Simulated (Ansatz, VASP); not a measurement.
## One calculation of Ca8H, two programs

```xyz
9
Lattice="-3.9031 5.5495 3.9031 3.9031 -5.5495 3.9031 3.9031 5.5495 -3.9031" Properties=species:S:1:pos:R:3 pbc="T T T"
Ca    0.0870    0.0703    0.0000
Ca    1.9516    2.7044   -1.8646
Ca    1.9516   -2.7659    1.9550
Ca    3.8161    0.0703    0.0000
Ca   -1.9516    2.7836    1.9481
Ca   -0.0034    5.5406    0.0000
Ca    0.0034   -0.0089    3.9031
Ca    1.9516    2.7044    1.8646
H     1.9516    1.3874    0.0000
```

Alike in both runs: functional PBE; k mesh 6 × 6 × 6; occupations gaussian, width 0.1 eV; no spin polarisation.

Ansatz relaxed the structure, and its values are those at the end. VASP's run is a single point on that final structure, the one shown.

|  | VASP | Ansatz |
| --- | --- | --- |
| version | VASP 6.6.1 | Ansatz 0.2.0 |
| potentials or method | VASP PAW PBE potentials, release 64 (Ca_sv, H), cutoff 520 eV | scalar-relativistic, plane waves, PAW |
| valence electrons in the cell | 81 | 81 |

|  | VASP | Ansatz | Ansatz less VASP |
| --- | --- | --- | --- |
| gap on the k mesh at the Fermi level (eV) | none | none | - |
| pressure (GPa) | 0.0 | 0.0 | -0.01 |
| rms of the force components (eV/Å) | 0.010 | 0.007 | -0.0027 |

A gap of «none» marks a metal or a gap that the smearing closes. The functional is the same, so the differences come from potentials, cutoffs and numerics.
